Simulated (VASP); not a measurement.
Here is a VASP 6.6.1 calculation.

Contents of POSCAR:

```
N
1.0
    4.0840619700      0.0000000000      0.0000000000
    0.0000000000      4.0840619700      0.0000000000
    0.0000000000      0.0000000000      5.3459132500
N
4
Direct
    0.4042752000      0.5957248000      0.5000000000
    0.0957248000      0.0957248000      0.0000000000
    0.5957248000      0.4042752000      0.5000000000
    0.9042752000      0.9042752000      0.0000000000
```

Contents of INCAR.step1:

```
SYSTEM = N
ALGO = Normal
EDIFF = 1E-5
ENCUT = 520
GGA = PE
ISIF = 2
ISMEAR = -1
LASPH = .TRUE.
LCHARG = .FALSE.
LREAL = .FALSE.
LWAVE = .TRUE.
NBANDS = 18
NELM = 100
PREC = Accurate
SIGMA = 0.05
```

The input INCAR.step2:

```
SYSTEM = N
AEXX = 0.15
ALGO = Normal
EDIFF = 1E-7
ENCUT = 520
ISIF = 2
ISMEAR = -1
ISTART = 1
LASPH = .TRUE.
LCHARG = .FALSE.
LHFCALC = .TRUE.
LMIXTAU = .TRUE.
LREAL = .FALSE.
LWAVE = .FALSE.
METAGGA = R2SCAN
NBANDS = 18
NELM = 100
PREC = Accurate
PRECFOCK = Normal
SIGMA = 0.05
```

The input KPOINTS:

```
k-points
0
G
  4 4 3
  0 0 0
```

Potentials or basis: VASP PAW PBE potentials, release 64 (N).

The run is started by

```bash
$ cat potpaw_PBE.64/N/POTCAR > POTCAR
$ cp INCAR.step1 INCAR
$ mpirun -np 1 vasp_std > vasp.out
$ cp INCAR.step2 INCAR
$ mpirun -np 1 vasp_std > vasp.out
```

(1) What does it give for the band gap on the k mesh?

(2) Estimate the pressure.

(3) Estimate the largest force.

Results:

(1) 9.27 eV (least direct gap 9.47 eV).

(2) -1.1 GPa.

(3) 0.687 eV/Å.

Caveat: the standard files for N, O and F lose accuracy on very short bonds; the PAW data sets were made with another functional, which shifts forces and pressure a little.
